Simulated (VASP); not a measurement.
**Fe3Ge: single point with r2SCAN**

Crystal: Fe3Ge.

```xyz
4
Lattice="3.6605 0.0000 0.0000 0.0000 3.6605 0.0000 0.0000 0.0000 3.6605" Properties=species:S:1:pos:R:3 pbc="T T T"
Fe    0.0000    1.8303    1.8303
Fe    1.8303    1.8303    0.0000
Fe    1.8303    0.0000    1.8303
Ge    0.0000    0.0000    0.0000
```

```
Program                : VASP 6.6.1
Task                   : single point
Functional             : r2SCAN
Potentials or basis    : VASP PAW PBE potentials, release 64 (Fe, Ge_d)
Cutoff                 : 520 eV
k mesh                 : 4 × 4 × 4
Occupations            : fermi-dirac, width 0.1 eV
Spin                   : collinear spin, ferromagnetic start
Starting moments       : [3.5, 3.5, 3.5, 0.0] μB
Dipole correction      : no
Further INCAR settings : ALGO = Normal; EDIFF = 1e-07; NBANDS = 31
```

```json
{"Pressure": "0.2 GPa", "Net moment": "7.75 μB per cell", "Site moments": "Fe +2.69; Ge -0.17 μB", "Valence electrons inside the program's atomic spheres": "Fe 7.19; Ge 12.52"}
```

Levels at points of the mesh, in eV from the Fermi level:
Spin up:
| k point | band 21 | band 22 | band 23 | band 24 | band 25 | band 26 |
| --- | --- | --- | --- | --- | --- | --- |
| (0.00, 0.00, 0.00) | -1.26 | -1.16 | -1.16 | -1.16 | 2.96 | 6.36 |
| (0.50, 0.00, 0.00) | -2.22 | -1.16 | 2.83 | 2.83 | 4.04 | 5.39 |
| (0.50, 0.50, 0.00) | -2.28 | -2.18 | -0.50 | -0.50 | 4.79 | 5.77 |
| (0.50, 0.50, 0.50) | -1.49 | -1.49 | -1.49 | -0.76 | -0.66 | 3.80 |
Spin down:
| k point | band 12 | band 13 | band 14 | band 15 | band 16 | band 17 | band 18 | band 19 |
| --- | --- | --- | --- | --- | --- | --- | --- | --- |
| (0.00, 0.00, 0.00) | -2.32 | -1.50 | -1.50 | -1.50 | 0.95 | 0.95 | 0.95 | 2.00 |
| (0.50, 0.00, 0.00) | -1.57 | -0.99 | -0.99 | -0.14 | 0.42 | 0.64 | 0.64 | 0.91 |
| (0.50, 0.50, 0.00) | -1.33 | -1.33 | -0.75 | -0.75 | 0.38 | 0.90 | 0.99 | 0.99 |
| (0.50, 0.50, 0.50) | -3.55 | -1.11 | -0.55 | -0.55 | -0.55 | 1.37 | 1.37 | 1.37 |

It took 110 s on 1 thread of Intel(R) Xeon(R) Platinum 8488C (Sapphire Rapids) (shared host), peak memory 0.2 GiB.

Caveat: the k points lie up to 0.43 Å⁻¹ apart; the PAW data sets were made with another functional, which shifts forces and pressure a little.
